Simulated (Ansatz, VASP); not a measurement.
Two plane-wave programs on CaO

```
CELL_PARAMETERS angstrom
0.00000 2.41515 2.41515
2.41515 0.00000 2.41515
2.41515 2.41515 0.00000
ATOMIC_POSITIONS crystal
Ca 0.50000 0.50000 0.50000
O 0.00000 0.00000 0.00000
```

Change from the starting cell: species swapped into the HfCd type (P4/nmm, No. 129).

Alike in both runs: functional PBE; k mesh 8 × 8 × 8; occupations gaussian, width 0.02 eV; no spin polarisation.

Ansatz relaxed the structure, and its values are those at the end. VASP's run is a single point on that final structure, the one shown.

|  | VASP | Ansatz |
| --- | --- | --- |
| version | VASP 6.6.1 | Ansatz 0.2.0 |
| potentials or method | VASP PAW PBE potentials, release 64 (Ca_sv, O), cutoff 600 eV | scalar-relativistic, plane waves, PAW |
| valence electrons in the cell | 16 | 16 |

```tsv
	VASP	Ansatz	Ansatz less VASP
gap on the k mesh at the Fermi level (eV)	3.64	3.66	+0.018
least direct gap on the mesh (eV)	4.02	4.03	+0.017
pressure (GPa)	0.5	0.0	-0.43
```

The functional is the same, so the differences come from potentials, cutoffs and numerics.
